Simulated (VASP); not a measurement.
# Al3GaSb4: relaxation of cell and atoms with PBE

Al3GaSb4:

```
Al Ga Sb
1.0
     6.22478    0.00000    0.00000
     0.00000    6.22478    0.00000
     0.00000    0.00000    6.22478
Al Ga Sb
3 1 4
Direct
  0.50000 0.00000 0.00000
  0.00000 0.00000 0.50000
  0.00000 0.50000 0.00000
  0.50000 0.50000 0.50000
  0.24990 0.75009 0.24990
  0.24990 0.24990 0.75009
  0.75009 0.75009 0.75009
  0.75009 0.24990 0.24990
```

* Program: VASP 6.6.1
* Task: relaxation of cell and atoms
* Functional: PBE
* Potentials or basis: VASP PAW PBE potentials, release 64 (Al, Ga_d, Sb)
* Cutoff: 600 eV
* k mesh: 6 × 6 × 6
* Occupations: gaussian, width 0.02 eV
* Spin: no spin polarisation
* Dipole correction: no
* Further INCAR settings: ALGO = Normal; EDIFF = 1e-07; IBRION = 2; EDIFFG = -0.01; NSW = 100; ISIF = 3

- Relaxed volume: 30.23 Å³/atom
- Relaxed cell: a = 6.230 Å, b = 6.230 Å, c = 6.230 Å, α = 90.00°, β = 90.00°, γ = 90.00°
- Space group after relaxing (to 0.1 Å): P-43m (No. 215)
- Energy gained by relaxing: 0.0 meV/atom
- Ionic steps: 2
- Pressure after relaxing: 0.0 GPa
- Largest force after relaxing: 0.005 eV/Å
- Band gap on the k mesh: 0.39 eV (least direct gap 0.60 eV)

Forces on the atoms (eV/Å):
```
Al   0.000  0.000  0.000
Al   0.000  0.000  0.000
Al   0.000  0.000  0.000
Ga   0.000  0.000  0.000
Sb   0.003 -0.003  0.003
Sb   0.003  0.003 -0.003
Sb  -0.003 -0.003 -0.003
Sb  -0.003  0.003  0.003
```

The path:
```tsv
step	energy change (eV)	largest force (eV/Å)	pressure (GPa)	volume (Å³)
1	0.0000	0.0102	0.10	241.20
2	-0.0001	0.0047	-0.03	241.83
```

Final structure:
```yaml
crystal:
  lattice:
    - [6.23026, 0.00000, 0.00000]
    - [0.00000, 6.23026, 0.00000]
    - [0.00000, 0.00000, 6.23026]
  atoms:
    - { symbol: Al, position: [0.50000, 0.00000, 0.00000] }
    - { symbol: Al, position: [0.00000, 0.00000, 0.50000] }
    - { symbol: Al, position: [0.00000, 0.50000, 0.00000] }
    - { symbol: Ga, position: [0.50000, 0.50000, 0.50000] }
    - { symbol: Sb, position: [0.24995, 0.75005, 0.24995] }
    - { symbol: Sb, position: [0.24995, 0.24995, 0.75005] }
    - { symbol: Sb, position: [0.75005, 0.75005, 0.75005] }
    - { symbol: Sb, position: [0.75005, 0.24995, 0.24995] }
```

Levels at points of the mesh, in eV from the valence-band top:
```
           k point  band 17  band 18  band 19  band 20  band 21  band 22  band 23  band 24  band 25  band 26
(0.00, 0.00, 0.00)    -2.15    -2.15     0.00     0.00     0.00     0.60     1.28     1.32     1.32     1.32
(0.50, 0.00, 0.00)    -2.66    -1.40    -1.40    -1.34    -1.34     1.50     1.74     2.82     2.94     4.01
(0.50, 0.50, 0.00)    -2.72    -1.02    -0.97    -0.96    -0.96     2.01     2.40     2.40     2.53     4.57
(0.50, 0.50, 0.50)    -0.92    -0.92    -0.87    -0.87    -0.87     0.39     1.20     1.20     1.20     3.65
```

It took 4 min on 1 thread of Intel(R) Xeon(R) Platinum 8124M CPU @ 3.00GHz (Skylake/Cascade Lake) (shared host), peak memory 0.47 GiB.

Caveat: semilocal functionals underestimate gaps, and a narrow one can read as zero; spin-orbit coupling is left out, which moves the levels of the heavy elements. A k mesh can miss the band edges.
